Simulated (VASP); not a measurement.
Wanted: the native input for a VASP 6.6.1 run.

- Task: single point
- Functional: PBE
- Potentials or basis: VASP PAW PBE potentials, release 64 (Be, Cd, O)
- Cutoff: 520 eV
- k mesh: 4 × 8 × 8
- Occupations: gaussian, width 0.02 eV
- Spin: no spin polarisation
- Dipole correction: no
- Further INCAR settings: LREAL = Auto; ALGO = Normal; EDIFF = 1e-06; NBANDS = 56

The structure of Be3CdO4 lies in POSCAR:

```
Be3CdO4
1.0
    8.6572464468      0.0000000000      0.0000000000
    0.0000000000      3.9569188293      2.2618613790
    0.0000000000     -3.9569188293      2.2618613790
Be Cd O
6 2 8
Direct
    0.5000000000      0.9723896451      0.9723896451
    0.5717743885      0.6709656410      0.3378244774
    0.4282256115      0.3378244774      0.6709656410
    0.0000000000      0.9723896451      0.9723896451
    0.0717743885      0.3378244774      0.6709656410
    0.9282256115      0.6709656410      0.3378244774
    0.7500000000      0.3396105268      0.6349778324
    0.2500000000      0.6349778324      0.3396105268
    0.5413301152      0.6369488925      0.9684233097
    0.4586698848      0.9684233097      0.6369488925
    0.5000000000      0.3132026912      0.3132026912
    0.9586698848      0.6369488925      0.9684233097
    0.0413301152      0.9684233097      0.6369488925
    0.0000000000      0.3132026912      0.3132026912
    0.7500000000      0.7633286793      0.4629177628
    0.2500000000      0.4629177628      0.7633286793
```

The input as run:

INCAR

```
SYSTEM = Be3CdO4
PREC     = Accurate       ! precision mode
ENCUT    = 520            ! plane-wave cutoff, eV
EDIFF    = 1E-6           ! SCF threshold, eV
ISMEAR   = 0              ! smearing method
SIGMA    = 0.02           ! smearing width, eV
LREAL    = Auto         
LASPH    = .True.         ! aspherical terms in the spheres
NELM     = 80             ! most SCF steps
ALGO     = Normal         ! electronic algorithm
ISIF     = 2              ! what is computed and relaxed
LWAVE    = .False.        ! write WAVECAR
LCHARG   = .False.        ! write CHGCAR
GGA      = PE             ! functional
NBANDS   = 56             ! bands
```

KPOINTS

```
Automatic mesh
0
Gamma
  4 8 8
  0 0 0
```

Potentials or basis: VASP PAW PBE potentials, release 64 (Be, Cd, O).

Run with:

```bash
$ cat potpaw_PBE.64/Be/POTCAR potpaw_PBE.64/Cd/POTCAR potpaw_PBE.64/O/POTCAR > POTCAR
$ mpirun -np 1 vasp_std > vasp.out
```

Results of the run:

| Quantity | Value |
| --- | --- |
| Pressure | 0.5 GPa |
| Largest force | 0.047 eV/Å |
| Band gap on the k mesh | 2.02 eV, indirect (least direct gap 2.18 eV) |

Run time: 8.2 min on 1 thread of Intel(R) Xeon(R) 6975P-C (Granite Rapids) (shared host), peak memory 0.47 GiB.
